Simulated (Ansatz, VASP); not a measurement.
# Two plane-wave programs on BaTa3O2

```xyz
6
Lattice="6.8900 0.0000 0.0000 -3.4450 5.9669 0.0000 0.0000 0.0000 2.9595" Properties=species:S:1:pos:R:3 pbc="T T T"
Ba    0.0000    0.0000    1.4797
Ta    3.4450    0.0000    0.0000
Ta   -1.7225    2.9835    0.0000
Ta    1.7225    2.9835    0.0000
O     0.0000    3.9780    0.0000
O     3.4450    1.9890    0.0000
```

Alike in both runs: functional PBE; k mesh 3 × 3 × 6; occupations gaussian, width 0.1 eV; no spin polarisation.

Ansatz relaxed the structure, and its values are those at the end. VASP's run is a single point on that final structure, the one shown.

|  | VASP | Ansatz |
| --- | --- | --- |
| version | VASP 6.6.1 | Ansatz 0.2.0 |
| potentials or method | VASP PAW PBE potentials, release 64 (Ba_sv, Ta_pv, O), cutoff 520 eV | scalar-relativistic, plane waves, PAW |
| valence electrons in the cell | 55 | 61 |

|  | VASP | Ansatz | Ansatz less VASP |
| --- | --- | --- | --- |
| gap on the k mesh at the Fermi level (eV) | none | none | - |
| pressure (GPa) | 0.4 | -0.3 | -0.71 |

A gap of «none» marks a metal or a gap that the smearing closes. With one functional, cell and mesh, what is left measures potentials, basis and numerics. VASP's potentials hold 55 valence electrons a cell and Ansatz's 61, so a difference there can come from the potentials and not from the codes.

Neither program's run includes spin-orbit coupling.
